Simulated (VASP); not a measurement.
# Si (P-3m1) in VASP: further runs, part 2 of 3

VASP 6.6.1. The steps go on from the part before.

## 4. Single point, r2SCAN (the distance across one plane changed)

Contents of POSCAR:

```
Si
1.0
    2.7154700000     -2.7154700000      0.0000000000
    2.7154700000      0.0000000000     -2.7154700000
    6.0082902692      6.0082902692      6.0082902692
Si
6
Direct
    0.6666666667      0.6666666667      0.4895865552
    1.0000000000      0.0000000000      0.1882839795
    0.3333333333      0.3333333333      0.7908891308
    0.6666666667      0.6666666667      0.7155634869
    1.0000000000      1.0000000000      0.4142609113
    0.3333333333      0.3333333333      0.1129583356
```

Contents of INCAR.step1:

```
SYSTEM = Si
PREC = Accurate
ENCUT = 520
ISMEAR = 0
SIGMA = 0.05
LREAL = .False.
LASPH = .True.
NELM = 100
NBANDS = 21
GGA = PE
ALGO = Normal
EDIFF = 1E-4
LWAVE = .True.
LCHARG = .False.
```

Contents of INCAR.step2:

```
SYSTEM = Si
PREC = Accurate
ENCUT = 520
EDIFF = 1E-6
ISMEAR = 0
SIGMA = 0.05
LREAL = .False.
LASPH = .True.
NELM = 100
ALGO = Normal
ISIF = 2
LWAVE = .False.
LCHARG = .True.
METAGGA = R2SCAN
LMIXTAU = .True.
LELF = .True.
LVHAR = .True.
NBANDS = 21
ISTART = 1
```

Contents of KPOINTS:

```
Automatic mesh
0
Gamma
  8 8 3
  0 0 0
```

Potentials or basis: VASP PAW PBE potentials, release 64 (Si).

On the command line:

```
$ cat potpaw_PBE.64/Si/POTCAR > POTCAR
$ cp INCAR.step1 INCAR
$ mpirun -np 1 vasp_std > vasp.out
$ cp INCAR.step2 INCAR
$ mpirun -np 1 vasp_std > vasp.out
```

OUTCAR:

```text
SYSTEM = Si
   PREC = Accurate
   ENCUT = 520
   EDIFF = 1E-6
   ISMEAR = 0
   LREAL = .False.
   LASPH = .True.
   NELM = 100
   ISIF = 2
   METAGGA = R2SCAN
   ISTART = 1

 ion  position               nearest neighbor table
   1  0.667  0.667  0.490-   4 2.35   5 2.35   5 2.35   5 2.35
   2  0.000  0.000  0.188-   6 2.35   6 2.35   6 2.35   5 2.35
   3  0.333  0.333  0.791-   4 2.35   4 2.35   4 2.35
   4  0.667  0.667  0.716-   1 2.35   3 2.35   3 2.35   3 2.35
   5  0.000  0.000  0.414-   1 2.35   1 2.35   1 2.35   2 2.35
   6  0.333  0.333  0.113-   2 2.35   2 2.35   2 2.35

  LATTYP: Found a hexagonal cell.
 ALAT       =     3.8402545022
 C/A-ratio  =     2.7098891511

  Lattice vectors:

 A1 = (  -2.7154700000,   0.0000000000,   2.7154700000)
 A2 = (   2.7154700000,  -2.7154700000,   0.0000000000)
 A3 = (   6.0082902692,   6.0082902692,   6.0082902692)

Analysis of symmetry for initial positions (statically):
=====================================================================
 Subroutine PRICEL returns:
 Original cell was already a primitive cell.

 Routine SETGRP: Setting up the symmetry group for a
 hexagonal supercell.

 Subroutine GETGRP returns: Found 12 space group operations
 (whereof  6 operations were pure point group operations)
 out of a pool of 24 trial point group operations.

The static configuration has the point symmetry C_3v.
 The point group associated with its full space group is D_3d.

Analysis of symmetry for dynamics (positions and initial velocities):
=====================================================================
 Subroutine PRICEL returns:
 Original cell was already a primitive cell.

 Routine SETGRP: Setting up the symmetry group for a
 hexagonal supercell.
[... 130 lines left out ...]
   IALGO  =     38    algorithm
   IMIX   =      4    mixing-type and parameters
     AMIX     =   0.40;   BMIX     =  1.00
     AMIX_MAG =   1.60;   BMIX_MAG =  1.00
  volume/ion in A,a.u.               =      22.15       149.49
  Fermi-wavevector in a.u.,A,eV,Ry     =   0.925318  1.748598 11.649500  0.856214
  Thomas-Fermi vector in A             =   2.051160
   LORBIT       =      0    0 simple, 1 ext, 2 COOP (PROOUT), +10 PAW based schemes
   METAGGA = R2SCAN    functional components
   LHFCALC =     F    Hartree Fock is set to
   AEXX    =    0.0000 exact exchange contribution
   IVDW    =     0    specifies the selected vdW correction
   LEPSILON=     F    determine dielectric tensor
   LRPA    =     F    only Hartree local field effects (RPA)
 non-spin polarized calculation
 Gauss-broadening in eV      SIGMA  =   0.05
  energy-cutoff  :      520.00
  volume of cell :      132.91
 maximum number of plane-waves:      3599
 NGX is ok and might be reduce to    30
   NGX = 15   NGY = 15   NGZ = 39

 number of electron      24.0000002 magnetization

 Free energy of the ion-electron system (eV)
  ---------------------------------------------------
  ext. energy  EPLUGINS =         0.00000000
  ---------------------------------------------------
  free energy    TOTEN  =       -51.18923572 eV

  energy without entropy =      -51.18901034  energy(sigma->0) =      -51.18912303

 E-fermi :   4.9280     XC(G=0):  -9.4030

 val. band max:        4.8917662036   @ k =   0.0000   0.0000   0.0000
 cond. band min:       4.9967074627   @ k =   0.3750   0.0000   0.3333
 fundamental gap:      0.1049412590
 Fermi energy:         4.9280357748

 k-point     1 :       0.0000    0.0000    0.0000
  band No.  band energies     occupation
      1      -7.5979      2.00000
      2      -6.6182      2.00000
      3      -5.8696      2.00000
      4      -1.3110      2.00000
      5       0.2379      2.00000
      6       3.5712      2.00000
[... 565 lines left out ...]
     20      10.2197      0.00000
     21      10.4199      0.00000

 [... further k-points ...]

------------------------ aborting loop because EDIFF is reached ----------------------------------------

  FORCE on cell =-STRESS in cart. coord.  units (eV):
  Direction    XX          YY          ZZ          XY          YZ          ZX
  --------------------------------------------------------------------------------------
  -------------------------------------------------------------------------------------
  Total       -1.8306180     -1.8306180     -1.8306180     -1.8278572     -1.8278572     -1.8278572
  in kB      -22.0671447    -22.0671447    -22.0671447    -22.0338636    -22.0338636    -22.0338636
  external PRESSURE =     -22.0671447 kB  Pullay stress =       0.0000000 kB

 VOLUME and BASIS-vectors are now :
 -----------------------------------------------------------------------------
  energy-cutoff  :      520.00
  volume of cell :      132.91
      direct lattice vectors                 reciprocal lattice vectors
     2.715470000 -2.715470000  0.000000000     0.122753458 -0.245506917  0.122753458
     2.715470000  0.000000000 -2.715470000     0.122753458  0.122753458 -0.245506917
     6.008290269  6.008290269  6.008290269     0.055478900  0.055478900  0.055478900

 POSITION                                       TOTAL-FORCE (eV/Angst)
 -----------------------------------------------------------------------------------
      6.56220      1.13126      1.13126        -0.055840     -0.055840     -0.055840
      1.13126      1.13126      1.13126        -0.329154     -0.329154     -0.329154
      6.56220      3.84673      3.84673         0.632117      0.632117      0.632117
      7.91994      2.48900      2.48900         0.329154      0.329154      0.329154
      2.48900      2.48900      2.48900         0.055840      0.055840      0.055840
      2.48900     -0.22647     -0.22647        -0.632117     -0.632117     -0.632117
 -----------------------------------------------------------------------------------
    total drift:                               -0.000520     -0.000520     -0.000520

  FREE ENERGIE OF THE ION-ELECTRON SYSTEM (eV)
  ---------------------------------------------------
  free  energy   TOTEN  =       -51.1892357235 eV

  energy  without entropy=      -51.1890103440  energy(sigma->0) =      -51.18912303
```

OSZICAR.step1:

```text
N       E                     dE             d eps       ncg     rms          rms(c)
DAV:   1     0.500242975672E+02    0.50024E+02   -0.91391E+03  1050   0.929E+02
DAV:   2    -0.279255147276E+02   -0.77950E+02   -0.74406E+02  1315   0.139E+02
DAV:   3    -0.317170537434E+02   -0.37915E+01   -0.37465E+01  1392   0.282E+01
DAV:   4    -0.317709993038E+02   -0.53946E-01   -0.53887E-01  1404   0.408E+00
DAV:   5    -0.317720727891E+02   -0.10735E-02   -0.10734E-02  1399   0.567E-01    0.808E+00
DAV:   6    -0.313642277329E+02    0.40785E+00   -0.31088E-01  1195   0.234E+00    0.484E+00
DAV:   7    -0.312130811318E+02    0.15115E+00   -0.45355E-01  1265   0.282E+00    0.505E-01
DAV:   8    -0.312152237015E+02   -0.21426E-02   -0.39979E-02  1247   0.100E+00    0.278E-01
DAV:   9    -0.312162795363E+02   -0.10558E-02   -0.39296E-03  1305   0.302E-01    0.116E-01
DAV:  10    -0.312165819235E+02   -0.30239E-03   -0.38950E-04  1349   0.914E-02    0.628E-02
DAV:  11    -0.312167678903E+02   -0.18597E-03   -0.21033E-04  1216   0.720E-02    0.120E-02
DAV:  12    -0.312167751178E+02   -0.72275E-05   -0.10757E-05   705   0.174E-02
   1 F= -.31216775E+02 E0= -.31215969E+02  d E =-.161191E-02
```

It took 6.4 min on 1 thread of Intel Xeon 8259CL, shared host; peak memory 0.25 GiB.

Results:

```yaml
Free_energy: -51.1892 eV
Pressure: -2.2 GPa
Largest_force: 1.095 eV/Å
Band_gap_on_the_k_mesh: 0.10 eV (least direct gap 0.70 eV)
```

Forces in eV/Å, atoms in the order of the input:
```
Si  -0.056 -0.056 -0.056
Si  -0.329 -0.329 -0.329
Si   0.632  0.632  0.632
Si   0.329  0.329  0.329
Si   0.056  0.056  0.056
Si  -0.632 -0.632 -0.632
```

Levels at points of the mesh, in eV from the valence-band top:
```tsv
k point	band 8	band 9	band 10	band 11	band 12	band 13	band 14	band 15	band 16	band 17
(0.00, 0.00, 0.00)	-0.85	-0.85	-0.33	-0.33	0.00	0.70	1.88	2.61	2.91	2.91
(0.50, 0.00, 0.00)	-3.07	-3.03	-2.28	-1.79	-1.76	0.47	0.96	1.87	2.24	2.68
```

Caveat: the cell differs from its parent crystal (the distance across one plane changed); the PAW data sets were made with another functional, which shifts forces and pressure a little.

## 5. Single point, r2SCAN (the distance across one plane changed)

Contents of POSCAR:

```
Si
1.0
    2.7154700000     -2.7154700000      0.0000000000
    2.7154700000      0.0000000000     -2.7154700000
    6.2969654038      6.2969654038      6.2969654038
Si
6
Direct
    0.6666666667      0.6666666667      0.4671421783
    1.0000000000      0.0000000000      0.1796523769
    0.3333333333      0.3333333333      0.7546319797
    0.6666666667      0.6666666667      0.6827595293
    1.0000000000      1.0000000000      0.3952697279
    0.3333333333      0.3333333333      0.1077799265
```

Contents of INCAR.step1:

```
  PREC = Accurate
  ENCUT = 520
  ISMEAR = 0
  SIGMA = 0.05
  LREAL = False
  LASPH = True
  NELM = 100
  NBANDS = 21
  GGA = PE
  ALGO = Normal
  EDIFF = 1E-4
  LWAVE = True
  LCHARG = False
```

Contents of INCAR.step2:

```
  PREC = Accurate
  ENCUT = 520
  EDIFF = 1E-6
  ISMEAR = 0
  SIGMA = 0.05
  LREAL = False
  LASPH = True
  NELM = 100
  ALGO = Normal
  ISIF = 2
  LWAVE = False
  LCHARG = False
  METAGGA = R2SCAN
  LMIXTAU = True
  NBANDS = 21
  ISTART = 1
```

Contents of KPOINTS:

```
Automatic mesh
0
Gamma
  8 8 3
```

On the command line:

```
$ cat potpaw_PBE.64/Si/POTCAR > POTCAR
$ cp INCAR.step1 INCAR
$ mpirun -np 1 vasp_std > vasp.out
$ cp INCAR.step2 INCAR
$ mpirun -np 1 vasp_std > vasp.out
```

Run time: 7 min. Hardware: 1 thread of Intel Xeon 8259CL, shared host; peak memory 0.26 GiB.

It converged, with:

```yaml
Free_energy: -50.5489 eV
Pressure: -1.7 GPa
Largest_force: 0.749 eV/Å
Band_gap_on_the_k_mesh: zero (bands 12 and 13 overlap by 0.38 eV)
```

Forces on the atoms (eV/Å):
```
Si  -0.132 -0.132 -0.132
Si  -0.432 -0.432 -0.432
Si   0.233  0.233  0.233
Si   0.432  0.432  0.432
Si   0.132  0.132  0.132
Si  -0.233 -0.233 -0.233
```

Stress tensor (GPa, compression positive):
```
-1.72 -1.56 -1.56
-1.56 -1.72 -1.56
-1.56 -1.56 -1.72
```

Levels at points of the mesh, in eV from the Fermi level:
```
           k point  band 10  band 11  band 12  band 13  band 14  band 15
(0.00, 0.00, 0.00)    -0.28    -0.28     0.17     0.18     1.93     2.79
(0.50, 0.00, 0.00)    -2.23    -1.68    -1.23     0.32     1.06     1.90
```

Caveat: the cell differs from its parent crystal (the distance across one plane changed); semilocal functionals underestimate gaps, and a narrow one can read as zero; the PAW data sets were made with another functional, which shifts forces and pressure a little.

(Part 2 of 3 ends here.)

The gap in the log of VASP goes by the Fermi energy; the results here count the filled bands.